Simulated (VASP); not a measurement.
Runs of VASP 6.6.1 on AlNi3. The structure is that of space group R-3m (No. 166), or close to it. The cells are those of the table. 

```tsv
cell	further INCAR settings	gap on the mesh (eV)	pressure (GPa)	largest force (eV/Å)
a = 3.684 Å, angles 66.5°, 4 atoms	ALGO = Fast; EDIFF = 1e-06; NBANDS = 24	none	27.2	0.33
a = 3.948 Å, angles 56.8°, 4 atoms	ALGO = Fast; EDIFF = 1e-06; NBANDS = 24	none	(b)	0.10
a = 3.761 Å, angles 63.2°, 4 atoms	ALGO = Fast; EDIFF = 1e-06; NBANDS = 24	none	21.8	0.15
a = 4.059 Å, angles 53.7°, 4 atoms	ALGO = Fast; EDIFF = 1e-07; NBANDS = 24	none	(a)	0.16
a = 4.025 Å, angles 55.3°, 4 atoms	ALGO = Fast; EDIFF = 1e-06; NBANDS = 24	none	18.3	0.13
```

Alike in all rows: task single point; level PBEsol; potentials or basis VASP PAW PBE potentials, release 64 (Al, Ni); no spin polarisation; k mesh 14 × 14 × 14; cutoff (eV) 520; smearing gaussian 0.15 eV.

Fill in the values left out.

(a) 25.3; (b) 21.6.

Caveats: the cell stands under pressure; the PAW data sets were made with another functional, which shifts forces and pressure a little.

A gap of «none» marks levels without a gap at the run's occupations.
